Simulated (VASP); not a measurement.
Write the native input for VASP 6.6.1 that does the following.

```
Task                   : single point
Functional             : PBE
Potentials or basis    : VASP PAW PBE potentials, release 64 (Rb_sv, Cl)
Cutoff                 : 500 eV
k mesh                 : 6 × 6 × 6
Occupations            : gaussian, width 0.02 eV
Spin                   : no spin polarisation
Dipole correction      : no
Further INCAR settings : ALGO = Normal; EDIFF = 1e-06; NBANDS = 15
```

The structure of RbCl lies in POSCAR:

```
RbCl
1.0
    0.0000000000      3.3494727620      3.3494727620
    3.3494727620      0.0000000000      3.3494727620
    3.3494727620      3.3494727620      0.0000000000
Rb Cl
1 1
Direct
    0.0000000000      0.0000000000      0.0000000000
    0.5000000000      0.5000000000      0.5000000000
```

These files were run (other wordings do the same):

INCAR

```
PREC     = Accurate       # precision mode
ENCUT    = 500            # plane-wave cutoff, eV
EDIFF    = 1E-6           # SCF threshold, eV
ISMEAR   = 0              # smearing method
SIGMA    = 0.02           # smearing width, eV
LREAL    = F              # projectors in reciprocal space
LASPH    = T              # aspherical terms in the spheres
NELM     = 120            # most SCF steps
ALGO     = Normal         # electronic algorithm
ISIF     = 2              # what is computed and relaxed
LWAVE    = F              # write WAVECAR
LCHARG   = T              # write CHGCAR
GGA      = PE             # functional
LELF     = T              # ELF
LVHAR    = T            
NBANDS   = 15             # bands
GGA_COMPAT= F
```

KPOINTS

```
regular mesh
0
Gamma
  6 6 6
```

Potentials or basis: VASP PAW PBE potentials, release 64 (Rb_sv, Cl).

The run is started by

```sh
$ cat potpaw_PBE.64/Rb_sv/POTCAR potpaw_PBE.64/Cl/POTCAR > POTCAR
$ mpirun -np 1 vasp_std > vasp.out
```

It gave:

```json
{
 "Pressure": "0.0 GPa",
 "Band gap on the k mesh": "4.83 eV, direct"
}
```

Run time: 17 s on 1 thread of Intel(R) Xeon(R) Platinum 8488C (Sapphire Rapids), with other jobs on the host, peak memory 0.2 GiB.
